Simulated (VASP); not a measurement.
# ZnGeP2 (I-42d) in VASP: a series of runs

The runs below take ZnGeP2 through single point, with PBE.

Program: VASP 6.6.1. These are calculated values, not measurements. Logs are shortened: lines on timing, memory, paths and dates and some standing lists are left out, and cuts for length are marked.

## Step 1: The cell of the first run

Symmetry: I-42d, No. 122, tetragonal system. The conventional cell has a = 5.388 Å, b = 5.388 Å, c = 10.621 Å, α = 90.00°, β = 90.00°, γ = 90.00°. Zn (site symmetry -4) has 4 P at 2.33 Å within 3.1 Å. Ge (site symmetry -4) has 4 P at 2.31 Å within 3.1 Å. P (site symmetry 2) has 2 Ge at 2.31 Å and 2 Zn at 2.33 Å within 3.1 Å.

## Step 2: Single point, PBE (19.27 Å³/atom)

INCAR

```
PREC = Accurate
ENCUT = 500
EDIFF = 1E-6
ISMEAR = 0
SIGMA = 0.01
LREAL = F
LASPH = T
NELM = 120
ALGO = Normal
ISIF = 2
LWAVE = F
LCHARG = F
GGA = PE
NBANDS = 46
GGA_COMPAT = F
```

KPOINTS

```
Automatic mesh
0
Gamma
  6 6 6
```

POSCAR

```
ZnGeP2
1.0
   -2.6939156665      2.6939156665      5.3104800256
    2.6939156665     -2.6939156665      5.3104800256
    2.6939156665      2.6939156665     -5.3104800256
Zn Ge P
2 2 4
Direct
    0.0000000000      0.0000000000      0.0000000000
    0.7500000000      0.2500000000      0.5000000000
    0.5000000000      0.5000000000      0.0000000000
    0.2500000000      0.7500000000      0.5000000000
    0.3750000000      0.3783565532      0.5033565532
    0.6216434468      0.1250000000      0.9966434468
    0.8750000000      0.8716434468      0.4966434468
    0.1283565532      0.6250000000      0.0033565532
```

Potentials or basis: VASP PAW PBE potentials, release 64 (Zn, Ge_d, P).

Started as:

```
cat potpaw_PBE.64/Zn/POTCAR potpaw_PBE.64/Ge_d/POTCAR potpaw_PBE.64/P/POTCAR > POTCAR
mpirun -np 1 vasp_std > vasp.out
```

OUTCAR:

```text
PREC = Accurate
   ENCUT = 500
   EDIFF = 1E-6
   ISMEAR = 0
   LREAL = F
   LASPH = T
   NELM = 120
   ISIF = 2
   GGA = PE

 ion  position               nearest neighbor table
   1  0.000  0.000  0.000-   5 2.33   6 2.33   8 2.33   7 2.33
   2  0.750  0.250  0.500-   8 2.33   5 2.33   7 2.33   6 2.33
   3  0.500  0.500  0.000-   5 2.31   6 2.31   7 2.31   8 2.31
   4  0.250  0.750  0.500-   5 2.31   6 2.31   7 2.31   8 2.31
   5  0.375  0.378  0.503-   3 2.31   4 2.31   2 2.33   1 2.33
   6  0.622  0.125  0.997-   3 2.31   4 2.31   2 2.33   1 2.33
   7  0.875  0.872  0.497-   3 2.31   4 2.31   1 2.33   2 2.33
   8  0.128  0.625  0.003-   3 2.31   4 2.31   1 2.33   2 2.33

  LATTYP: Found a body centered tetragonal cell.
 ALAT       =     5.3878313330
 C/A-ratio  =     1.9712866634

  Lattice vectors:

 A1 = (  -2.6939156665,   2.6939156665,   5.3104800256)
 A2 = (   2.6939156665,  -2.6939156665,   5.3104800256)
 A3 = (   2.6939156665,   2.6939156665,  -5.3104800256)

Analysis of symmetry for initial positions (statically):
=====================================================================
 Subroutine PRICEL returns:
 Original cell was already a primitive cell.

 Routine SETGRP: Setting up the symmetry group for a
 body centered tetragonal supercell.

 Subroutine GETGRP returns: Found  8 space group operations
 (whereof  4 operations were pure point group operations)
 out of a pool of 16 trial point group operations.

The static configuration has the point symmetry S_4 .
 The point group associated with its full space group is D_2d.

Analysis of symmetry for dynamics (positions and initial velocities):
=====================================================================
 Subroutine PRICEL returns:
 Original cell was already a primitive cell.

 Routine SETGRP: Setting up the symmetry group for a
 body centered tetragonal supercell.

 Subroutine GETGRP returns: Found  8 space group operations
 (whereof  4 operations were pure point group operations)
 out of a pool of 16 trial point group operations.

The dynamic configuration has the point symmetry S_4 .
 The point group associated with its full space group is D_2d.

 Subroutine INISYM returns: Found  8 space group operations
 (whereof  4 operations are pure point group operations),
 and found     1 'primitive' translations

----------------------------------------------------------------------------------------

                                     Primitive cell

  volume of cell :     154.1565

  direct lattice vectors                    reciprocal lattice vectors
    -2.693915667  2.693915667  5.310480026     0.000000000  0.185603435  0.094153447
     2.693915667 -2.693915667  5.310480026     0.185603435  0.000000000  0.094153447
     2.693915667  2.693915667 -5.310480026     0.185603435  0.185603435  0.000000000

  length of vectors
     6.535714294  6.535714294  6.535714294     0.208118972  0.208118972  0.262482894

  position of ions in fractional coordinates (direct lattice)
     0.000000000  0.000000000  0.000000000
     0.750000000  0.250000000  0.500000000
     0.500000000  0.500000000  0.000000000
     0.250000000  0.750000000  0.500000000
     0.375000000  0.378356553  0.503356553
     0.621643447  0.125000000  0.996643447
     0.875000000  0.871643447  0.496643447
     0.128356553  0.625000000  0.003356553

  ion indices of the primitive-cell ions
   primitive index   ion index
                 1           1
                 2           2
                 3           3
                 4           4
                 5           5
                 6           6
                 7           7
                 8           8

----------------------------------------------------------------------------------------

 KPOINTS: Automatic mesh

Automatic generation of k-mesh.
 Grid dimensions read from file:
 generate k-points for:    6    6    6

 Generating k-lattice:

  Cartesian coordinates                     Fractional coordinates (reciprocal lattice)
     0.000000000  0.030933906  0.015692241     0.166666667 -0.000000000  0.000000000
     0.030933906  0.000000000  0.015692241    -0.000000000  0.166666667  0.000000000
     0.030933906  0.030933906  0.000000000     0.000000000  0.000000000  0.166666667

  Length of vectors
     0.034686495  0.034686495  0.043747149

  Shift w.r.t. Gamma in fractional coordinates (k-lattice)
     0.000000000  0.000000000  0.000000000

 Subroutine IBZKPT returns following result:
 ===========================================

 Found     30 irreducible k-points:

 Following reciprocal coordinates:
            Coordinates               Weight
  0.000000  0.000000  0.000000      1.000000
  0.166667  0.000000  0.000000      8.000000
  0.333333  0.000000  0.000000      8.000000
  0.500000  0.000000  0.000000      4.000000
  0.166667  0.166667  0.000000      8.000000
  0.333333  0.166667  0.000000     16.000000
[... 16 lines left out ...]
 -0.333333 -0.333333  0.166667      8.000000
 -0.166667 -0.333333  0.166667      8.000000
 [... further k-points ...]
   k-points           NKPTS =     30   k-points in BZ     NKDIM =     30   number of bands    NBANDS=     46
   number of dos      NEDOS =    301   number of ions     NIONS =      8
   total plane-waves  NPLWV = 110592
   dimension x,y,z NGX =    48 NGY =   48 NGZ =   48
   dimension x,y,z NGXF=    96 NGYF=   96 NGZF=   96
   ions per type =               2   2   4
   NGX,Y,Z   is equivalent  to a cutoff of  12.21, 12.21, 12.21 a.u.
   NGXF,Y,Z  is equivalent  to a cutoff of  24.42, 24.42, 24.42 a.u.
 SYSTEM =  unknown system
   PREC   = accura    normal or accurate (medium, high low for compatibility)
   ISTART =      0    job   : 0-new  1-cont  2-samecut
   ICHARG =      2    charge: 1-file 2-atom 10-const
   ISPIN  =      1    spin polarized calculation?
   LNONCOLLINEAR =      F non collinear calculations
   LSORBIT =      F    spin-orbit coupling
   LASPH  =      T    aspherical Exc in radial PAW
   ENCUT  =  500.0 eV  36.75 Ry    6.06 a.u.  11.92 11.92 11.92*2*pi/ulx,y,z
   NELM   =    120;   NELMIN=  2; NELMDL= -5     # of ELM steps
   EDIFF  = 0.1E-05   stopping-criterion for ELM
   LREAL  =      F    real-space projection
   EDIFFG = 0.1E-04   stopping-criterion for IOM
   NSW    =      0    number of steps for IOM
   IBRION =     -1    ionic relax: 0-MD 1-quasi-New 2-CG
   NFREE  =      0    steps in history (QN), initial steepest desc. (CG)
   ISIF   =      2    stress and relaxation
   ISYM   =      2    0-nonsym 1-usesym 2-fastsym
   POTIM  = 0.5000    time-step for ionic-motion
   TEBEG  =    0.0;   TEEND  =   0.0 temperature during run
   PSTRESS=    0.0 pullay stress
   NELECT =      72.0000    total number of electrons
   NUPDOWN=      -1.0000    fix difference up-down
   EMIN   =  10.00;   EMAX   =-10.00  energy-range for DOS
   EFERMI =   0.00;   METHOD = LEGACY
   ISMEAR =     0;   SIGMA  =   0.01  broadening in eV -4-tet -1-fermi 0-gaus
   EFERMI_NEDOS =   21; number of points for ismear=-14 and -15
   IALGO  =     38    algorithm
   IMIX   =      4    mixing-type and parameters
     AMIX     =   0.40;   BMIX     =  1.00
     AMIX_MAG =   1.60;   BMIX_MAG =  1.00
  volume/ion in A,a.u.               =      19.27       130.04
  Fermi-wavevector in a.u.,A,eV,Ry     =   1.270179  2.400291 21.951038  1.613356
  Thomas-Fermi vector in A             =   2.403181
   LORBIT       =      0    0 simple, 1 ext, 2 COOP (PROOUT), +10 PAW based schemes
   GGA     = PE    functional components
   LHFCALC =     F    Hartree Fock is set to
   AEXX    =    0.0000 exact exchange contribution
   IVDW    =     0    specifies the selected vdW correction
   LEPSILON=     F    determine dielectric tensor
   LRPA    =     F    only Hartree local field effects (RPA)
 non-spin polarized calculation
 Gauss-broadening in eV      SIGMA  =   0.01
  energy-cutoff  :      500.00
  volume of cell :      154.16
 maximum number of plane-waves:      3938
   NGX = 23   NGY = 23   NGZ = 23

 number of electron      71.9999987 magnetization

 Free energy of the ion-electron system (eV)
  ---------------------------------------------------
  ext. energy  EPLUGINS =         0.00000000
  ---------------------------------------------------
  free energy    TOTEN  =       -34.40315907 eV

  energy without entropy =      -34.40315907  energy(sigma->0) =      -34.40315907

 E-fermi :   4.7783     XC(G=0): -10.0136

 val. band max:        4.7130816786   @ k =   0.0000   0.0000   0.0000
 cond. band min:       5.9439633084   @ k =   0.5000   0.5000   0.5000
 fundamental gap:      1.2308816298
 Fermi energy:         4.7783328369

 k-point     1 :       0.0000    0.0000    0.0000
  band No.  band energies     occupation
      1     -20.1804      2.00000
      2     -20.1791      2.00000
      3     -20.1791      2.00000
      4     -20.1735      2.00000
      5     -20.1670      2.00000
      6     -20.1670      2.00000
[... 38 lines left out ...]
     45       9.7798      0.00000
     46       9.7939      0.00000

 k-point     2 :       0.1667    0.0000    0.0000
  band No.  band energies     occupation
      1     -20.1805      2.00000
      2     -20.1791      2.00000
      3     -20.1786      2.00000
      4     -20.1736      2.00000
      5     -20.1678      2.00000
      6     -20.1667      2.00000
[... 38 lines left out ...]
     45       9.6015      0.00000
     46      10.3437      0.00000

 k-point     3 :       0.3333    0.0000    0.0000
  band No.  band energies     occupation
      1     -20.1805      2.00000
      2     -20.1794      2.00000
      3     -20.1776      2.00000
      4     -20.1734      2.00000
      5     -20.1697      2.00000
      6     -20.1661      2.00000
[... 1018 lines left out ...]
     45       9.6972      0.00000
     46      10.4728      0.00000

 k-point    24 :      -0.1667   -0.3333    0.1667
  band No.  band energies     occupation
      1     -20.1802      2.00000
      2     -20.1799      2.00000
      3     -20.1790      2.00000
      4     -20.1744      2.00000
      5     -20.1668      2.00000
      6     -20.1658      2.00000
[... 38 lines left out ...]
     45       9.2782      0.00000
     46       9.8424      0.00000

 [... further k-points ...]

------------------------ aborting loop because EDIFF is reached ----------------------------------------

  FORCE on cell =-STRESS in cart. coord.  units (eV):
  Direction    XX          YY          ZZ          XY          YZ          ZX
  --------------------------------------------------------------------------------------
  -------------------------------------------------------------------------------------
  Total        5.1561155      5.1561155      5.1054605      0.0000000      0.0000000      0.0000000
  in kB       53.5884817     53.5884817     53.0620151      0.0000000      0.0000000      0.0000000
  external PRESSURE =      53.4129928 kB  Pullay stress =       0.0000000 kB

 VOLUME and BASIS-vectors are now :
 -----------------------------------------------------------------------------
  energy-cutoff  :      500.00
  volume of cell :      154.16
      direct lattice vectors                 reciprocal lattice vectors
    -2.693915667  2.693915667  5.310480026     0.000000000  0.185603435  0.094153447
     2.693915667 -2.693915667  5.310480026     0.185603435  0.000000000  0.094153447
     2.693915667  2.693915667 -5.310480026     0.185603435  0.185603435  0.000000000

 POSITION                                       TOTAL-FORCE (eV/Angst)
 -----------------------------------------------------------------------------------
      0.00000      0.00000      0.00000        -0.000000      0.000000      0.000000
      0.00000      2.69392      2.65524        -0.000000      0.000000     -0.000000
      0.00000      0.00000      5.31048        -0.000000      0.000000     -0.000000
      2.69392      0.00000      2.65524        -0.000000      0.000000      0.000000
      1.36504      1.34696      1.32762        -0.068446      0.000000     -0.000000
      1.34696      4.02279     -1.32762        -0.000000      0.068446      0.000000
      1.32887      1.34696      6.63810         0.068446      0.000000      0.000000
      1.34696     -1.32887      3.98286        -0.000000     -0.068446     -0.000000
 -----------------------------------------------------------------------------------
    total drift:                               -0.000007     -0.000007     -0.000010

  FREE ENERGIE OF THE ION-ELECTRON SYSTEM (eV)
  ---------------------------------------------------
  free  energy   TOTEN  =       -34.4031590717 eV

  energy  without entropy=      -34.4031590717  energy(sigma->0) =      -34.40315907
```

It took 2 min on 1 thread of Intel Xeon 6975P-C (Granite Rapids), shared host; peak memory 0.42 GiB.

Results:

```yaml
Free_energy: -34.4032 eV
Pressure: 5.3 GPa
Largest_force: 0.068 eV/Å
Band_gap_on_the_k_mesh: 1.23 eV (least direct gap 1.33 eV)
```

Forces in eV/Å, atoms in the order of the input:
```
Zn   0.000  0.000  0.000
Zn   0.000  0.000  0.000
Ge   0.000  0.000  0.000
Ge   0.000  0.000  0.000
P   -0.068  0.000  0.000
P    0.000  0.068  0.000
P    0.068  0.000  0.000
P    0.000 -0.068  0.000
```

Caveat: the cell stands under pressure. A k mesh can miss the band edges.

## Step 3: Single point, PBE

This run uses another cell than the first one, of 19.90 Å³/atom.

INCAR

```
ALGO = Normal ; EDIFF = 1E-6
ENCUT = 500 ; GGA = PE
GGA_COMPAT = False ; ISIF = 2
ISMEAR = 0 ; LASPH = True
LCHARG = True ; LELF = True
LREAL = False ; LVHAR = True
LWAVE = False ; NBANDS = 46
NELM = 120 ; PREC = Accurate
SIGMA = 0.01
```

KPOINTS

```
k-points
0
Gamma
  6 6 6
```

POSCAR

```
ZnGeP2
1.0
   -2.7233306690      2.7233306690      5.3656199548
    2.7233306690     -2.7233306690      5.3656199548
    2.7233306690      2.7233306690     -5.3656199548
Zn Ge P
2 2 4
Direct
    0.0000000000      0.0000000000      0.0000000000
    0.7500000000      0.2500000000      0.5000000000
    0.5000000000      0.5000000000      0.0000000000
    0.2500000000      0.7500000000      0.5000000000
    0.3750000000      0.3792106962      0.5042106962
    0.6207893038      0.1250000000      0.9957893038
    0.8750000000      0.8707893038      0.4957893038
    0.1292106962      0.6250000000      0.0042106962
```

Potentials or basis: VASP PAW PBE potentials, release 64 (Zn, Ge_d, P).

Started as:

```
cat potpaw_PBE.64/Zn/POTCAR potpaw_PBE.64/Ge_d/POTCAR potpaw_PBE.64/P/POTCAR > POTCAR
mpirun -np 1 vasp_std > vasp.out
```

It took 2.2 min on 1 thread of Intel Xeon 6975P-C (Granite Rapids), shared host; peak memory 0.42 GiB.

The run converged. Its results:

* Free energy: -34.5235 eV
* Pressure: 2.4 GPa
* Largest force: 0.068 eV/Å
* Band gap on the k mesh: 1.25 eV (least direct gap 1.40 eV)

Forces on the atoms (eV/Å):
```
Zn   0.000  0.000  0.000
Zn   0.000  0.000  0.000
Ge   0.000  0.000  0.000
Ge   0.000  0.000  0.000
P   -0.068  0.000  0.000
P    0.000  0.068  0.000
P    0.068  0.000  0.000
P    0.000 -0.068  0.000
```

Levels at points of the mesh, in eV from the valence-band top:
```
           k point  band 32  band 33  band 34  band 35  band 36  band 37  band 38  band 39  band 40  band 41
(0.00, 0.00, 0.00)    -2.58    -2.58    -0.08    -0.08     0.00     1.40     1.42     1.64     3.17     3.17
(0.50, 0.00, 0.00)    -2.73    -2.47    -1.87    -1.64    -0.97     2.41     2.53     2.82     3.98     4.11
(0.50, 0.50, 0.00)    -1.87    -1.20    -1.20    -0.75    -0.75     1.25     1.25     3.04     3.04     4.05
(0.50, 0.50, 0.50)    -2.51    -1.93    -1.93    -1.35    -1.35     1.27     1.27     1.49     1.49     2.43
```
